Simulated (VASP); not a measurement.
# Sb (Pm-3m) in VASP: notebook, part 2 of 2

VASP 6.6.1. Earlier steps stand in the parts before.

### Step 3. Relaxation of cell and atoms, RPBE

This run uses another cell than the first one, of 29.36 Å³/atom, 0.957 times its volume.

Contents of INCAR:

```
SYSTEM = Sb
PREC     = Accurate       ! precision mode
ENCUT    = 600            ! plane-wave cutoff, eV
EDIFF    = 1E-6           ! SCF threshold, eV
ISMEAR   = -1             ! smearing method
SIGMA    = 0.1            ! smearing width, eV
LREAL    = .FALSE.        ! projectors in reciprocal space
LASPH    = .TRUE.         ! aspherical terms in the spheres
NELM     = 60             ! most SCF steps
ALGO     = Normal         ! electronic algorithm
ISIF     = 3              ! what is computed and relaxed
LWAVE    = .FALSE.        ! write WAVECAR
LCHARG   = .FALSE.        ! write CHGCAR
GGA      = RP             ! functional
IBRION   = 2              ! ionic algorithm
NSW      = 80             ! ionic steps
EDIFFG   = -0.01          ! ionic threshold
```

Contents of KPOINTS:

```
regular mesh
0
G
  10 10 10
  0 0 0
```

Contents of POSCAR:

```
Sb
1.0
    3.0848839383      0.0000000000      0.0000000000
    0.0000000000      3.0848839383      0.0000000000
    0.0000000000      0.0000000000      3.0848839383
Sb
1
Direct
    0.0000000000      0.0000000000      0.0000000000
```

Potentials or basis: VASP PAW PBE potentials, release 64 (Sb).

Started as:

```
$ cat potpaw_PBE.64/Sb/POTCAR > POTCAR
$ mpirun -np 1 vasp_std > vasp.out
```

OUTCAR:

```text
SYSTEM = Sb
   PREC = Accurate
   ENCUT = 600
   EDIFF = 1E-6
   ISMEAR = -1
   LREAL = .FALSE.
   LASPH = .TRUE.
   NELM = 60
   ISIF = 3
   GGA = RP
   IBRION = 2
   NSW = 80
   EDIFFG = -0.01

 ion  position               nearest neighbor table
   1  0.000  0.000  0.000-

  LATTYP: Found a simple cubic cell.
 ALAT       =     3.0848839383

  Lattice vectors:

 A1 = (   3.0848839383,   0.0000000000,   0.0000000000)
 A2 = (   0.0000000000,   3.0848839383,   0.0000000000)
 A3 = (   0.0000000000,   0.0000000000,   3.0848839383)

Analysis of symmetry for initial positions (statically):
=====================================================================
 Subroutine PRICEL returns:
 Original cell was already a primitive cell.

 Routine SETGRP: Setting up the symmetry group for a
 simple cubic supercell.

 Subroutine GETGRP returns: Found 48 space group operations
 (whereof 48 operations were pure point group operations)
 out of a pool of 48 trial point group operations.

The static configuration has the point symmetry O_h .

Analysis of symmetry for dynamics (positions and initial velocities):
=====================================================================
 Subroutine PRICEL returns:
 Original cell was already a primitive cell.

 Routine SETGRP: Setting up the symmetry group for a
 simple cubic supercell.

 Subroutine GETGRP returns: Found 48 space group operations
 (whereof 48 operations were pure point group operations)
 out of a pool of 48 trial point group operations.

The dynamic configuration has the point symmetry O_h .

 Subroutine INISYM returns: Found 48 space group operations
 (whereof 48 operations are pure point group operations),
 and found     1 'primitive' translations

----------------------------------------------------------------------------------------

                                     Primitive cell

  volume of cell :      29.3573

  direct lattice vectors                    reciprocal lattice vectors
     3.084883938  0.000000000  0.000000000     0.324161304  0.000000000  0.000000000
     0.000000000  3.084883938  0.000000000     0.000000000  0.324161304  0.000000000
     0.000000000  0.000000000  3.084883938     0.000000000  0.000000000  0.324161304

  length of vectors
     3.084883938  3.084883938  3.084883938     0.324161304  0.324161304  0.324161304

  position of ions in fractional coordinates (direct lattice)
     0.000000000  0.000000000  0.000000000

  ion indices of the primitive-cell ions
   primitive index   ion index
                 1           1

----------------------------------------------------------------------------------------

 KPOINTS: regular mesh

Automatic generation of k-mesh.
 Grid dimensions read from file:
 generate k-points for:   10   10   10

 Generating k-lattice:

  Cartesian coordinates                     Fractional coordinates (reciprocal lattice)
     0.032416130  0.000000000  0.000000000     0.100000000  0.000000000  0.000000000
     0.000000000  0.032416130  0.000000000     0.000000000  0.100000000  0.000000000
     0.000000000  0.000000000  0.032416130     0.000000000  0.000000000  0.100000000

  Length of vectors
     0.032416130  0.032416130  0.032416130

  Shift w.r.t. Gamma in fractional coordinates (k-lattice)
     0.000000000  0.000000000  0.000000000

 Subroutine IBZKPT returns following result:
 ===========================================

 Found     56 irreducible k-points:

 Following reciprocal coordinates:
            Coordinates               Weight
  0.000000  0.000000  0.000000      1.000000
  0.100000  0.000000  0.000000      6.000000
  0.200000  0.000000  0.000000      6.000000
  0.300000  0.000000  0.000000      6.000000
  0.400000  0.000000  0.000000      6.000000
  0.500000  0.000000  0.000000      3.000000
[... 16 lines left out ...]
  0.200000  0.100000  0.100000     24.000000
  0.300000  0.100000  0.100000     24.000000
 [... further k-points ...]
   k-points           NKPTS =     56   k-points in BZ     NKDIM =     56   number of bands    NBANDS=      6
   number of dos      NEDOS =    301   number of ions     NIONS =      1
   total plane-waves  NPLWV =  21952
   dimension x,y,z NGX =    28 NGY =   28 NGZ =   28
   dimension x,y,z NGXF=    56 NGYF=   56 NGZF=   56
   ions per type =               1
   NGX,Y,Z   is equivalent  to a cutoff of  15.09, 15.09, 15.09 a.u.
   NGXF,Y,Z  is equivalent  to a cutoff of  30.18, 30.18, 30.18 a.u.
 SYSTEM =  Sb
   PREC   = accura    normal or accurate (medium, high low for compatibility)
   ISTART =      0    job   : 0-new  1-cont  2-samecut
   ICHARG =      2    charge: 1-file 2-atom 10-const
   ISPIN  =      1    spin polarized calculation?
   LNONCOLLINEAR =      F non collinear calculations
   LSORBIT =      F    spin-orbit coupling
   LASPH  =      T    aspherical Exc in radial PAW
   ENCUT  =  600.0 eV  44.10 Ry    6.64 a.u.   6.16  6.16  6.16*2*pi/ulx,y,z
   NELM   =     60;   NELMIN=  2; NELMDL= -5     # of ELM steps
   EDIFF  = 0.1E-05   stopping-criterion for ELM
   LREAL  =      F    real-space projection
   EDIFFG = -.1E-01   stopping-criterion for IOM
   NSW    =     80    number of steps for IOM
   IBRION =      2    ionic relax: 0-MD 1-quasi-New 2-CG
   NFREE  =      1    steps in history (QN), initial steepest desc. (CG)
   ISIF   =      3    stress and relaxation
   ISYM   =      2    0-nonsym 1-usesym 2-fastsym
   POTIM  = 0.5000    time-step for ionic-motion
   TEBEG  =    0.0;   TEEND  =   0.0 temperature during run
   PSTRESS=    0.0 pullay stress
   NELECT =       5.0000    total number of electrons
   NUPDOWN=      -1.0000    fix difference up-down
   EMIN   =  10.00;   EMAX   =-10.00  energy-range for DOS
   EFERMI =   0.00;   METHOD = LEGACY
   ISMEAR =    -1;   SIGMA  =   0.10  broadening in eV -4-tet -1-fermi 0-gaus
   EFERMI_NEDOS =   21; number of points for ismear=-14 and -15
   IALGO  =     38    algorithm
   IMIX   =      4    mixing-type and parameters
     AMIX     =   0.40;   BMIX     =  1.00
     AMIX_MAG =   1.60;   BMIX_MAG =  1.00
  volume/ion in A,a.u.               =      29.36       198.11
  Fermi-wavevector in a.u.,A,eV,Ry     =   0.907457  1.714845 11.204099  0.823478
  Thomas-Fermi vector in A             =   2.031266
   LORBIT       =      0    0 simple, 1 ext, 2 COOP (PROOUT), +10 PAW based schemes
   GGA     = RP    functional components
   LHFCALC =     F    Hartree Fock is set to
   AEXX    =    0.0000 exact exchange contribution
   IVDW    =     0    specifies the selected vdW correction
   LEPSILON=     F    determine dielectric tensor
   LRPA    =     F    only Hartree local field effects (RPA)
 conjugate gradient relaxation of ions
 non-spin polarized calculation
  energy-cutoff  :      600.00
  volume of cell :       29.36
 maximum number of plane-waves:       996
 NGX is ok and might be reduce to    28
   NGX = 13   NGY = 13   NGZ = 13

--------------------------------------- Ionic step        1  -------------------------------------------

 number of electron       4.9999999 magnetization

 Free energy of the ion-electron system (eV)
  ---------------------------------------------------
  ext. energy  EPLUGINS =         0.00000000
  ---------------------------------------------------
  free energy    TOTEN  =        -3.72750783 eV

  energy without entropy =       -3.71566156  energy(sigma->0) =       -3.72158470

------------------------ aborting loop because EDIFF is reached ----------------------------------------

  FORCE on cell =-STRESS in cart. coord.  units (eV):
  Direction    XX          YY          ZZ          XY          YZ          ZX
  --------------------------------------------------------------------------------------
  -------------------------------------------------------------------------------------
  Total        0.4430586      0.4430586      0.4430586     -0.0000000      0.0000000     -0.0000000
  in kB       24.1799433     24.1799433     24.1799433     -0.0000000      0.0000000     -0.0000000
  external PRESSURE =      24.1799433 kB  Pullay stress =       0.0000000 kB
[... 57 lines left out ...]
--------------------------------------- Ionic step        3  -------------------------------------------

 number of electron       5.0000000 magnetization

 Free energy of the ion-electron system (eV)
  ---------------------------------------------------
  ext. energy  EPLUGINS =         0.00000000
  ---------------------------------------------------
  free energy    TOTEN  =        -3.73649145 eV

  energy without entropy =       -3.72370081  energy(sigma->0) =       -3.73009613

 E-fermi :   6.8585     XC(G=0):  -9.4414

 val. band max:        6.8003794288   @ k =   0.3000   0.3000   0.3000
 cond. band min:       6.8905026658   @ k =   0.2000   0.2000   0.0000
 fundamental gap:      0.0901232370
 Fermi energy:         6.8584576610

 k-point     1 :       0.0000    0.0000    0.0000
  band No.  band energies     occupation
      1      -5.2549      2.00000
      2      10.1384      0.00000
      3      10.1384      0.00000
      4      10.1384      0.00000
      5      13.7754      0.00000
      6      13.7754      0.00000
[... 199 lines left out ...]
 k-point    24 :       0.3000    0.1000    0.1000
  band No.  band energies     occupation
      1      -3.7714      2.00000
      2       4.2270      2.00000
      3       9.7086      0.00000
      4       9.9989      0.00000
      5      16.6110      0.00000
      6      16.6812      0.00000

 [... further k-points ...]
[... 5 lines left out ...]
  --------------------------------------------------------------------------------------
  -------------------------------------------------------------------------------------
  Total        0.0011278      0.0011278      0.0011278      0.0000000      0.0000000     -0.0000000
  in kB        0.0590508      0.0590508      0.0590508      0.0000000      0.0000000     -0.0000000
  external PRESSURE =       0.0590508 kB  Pullay stress =       0.0000000 kB
[... 16 lines left out ...]
  FREE ENERGIE OF THE ION-ELECTRON SYSTEM (eV)
  ---------------------------------------------------
  free  energy   TOTEN  =        -3.7364914496 eV

  energy  without entropy=       -3.7237008146  energy(sigma->0) =       -3.73009613

 reached required accuracy - stopping structural energy minimisation
```

Wall time 39 s (1 thread of Intel Xeon 8259CL, shared host); peak memory 0.17 GiB.

What came out:

```yaml
Free_energy: -3.7365 eV
Relaxed_volume: 30.60 Å³/atom
Relaxed_cell: a = 3.128 Å, b = 3.128 Å, c = 3.128 Å, α = 90.00°, β = 90.00°, γ = 90.00°
Space_group_after_relaxing_to_0.05_Å: Pm-3m (No. 221)
Energy_gained_by_relaxing: 9.0 meV/atom
Ionic_steps: 3
Pressure_after_relaxing: 0.0 GPa
```

The path:
| step | energy change (eV) | largest force (eV/Å) | pressure (GPa) | volume (Å³) |
| --- | --- | --- | --- | --- |
| 1 | 0.0000 | 0.0000 | 2.42 | 29.36 |
| 2 | -0.0066 | 0.0000 | -1.09 | 31.28 |
| 3 | -0.0090 | 0.0000 | 0.01 | 30.60 |

Final structure:
```
CELL_PARAMETERS angstrom
3.12779 0.00000 0.00000
0.00000 3.12779 0.00000
0.00000 0.00000 3.12779
ATOMIC_POSITIONS crystal
Sb 0.00000 0.00000 0.00000
```

Caveat: the PAW data sets were made with another functional, which shifts forces and pressure a little; spin-orbit coupling is left out, which moves the levels of the heavy elements.
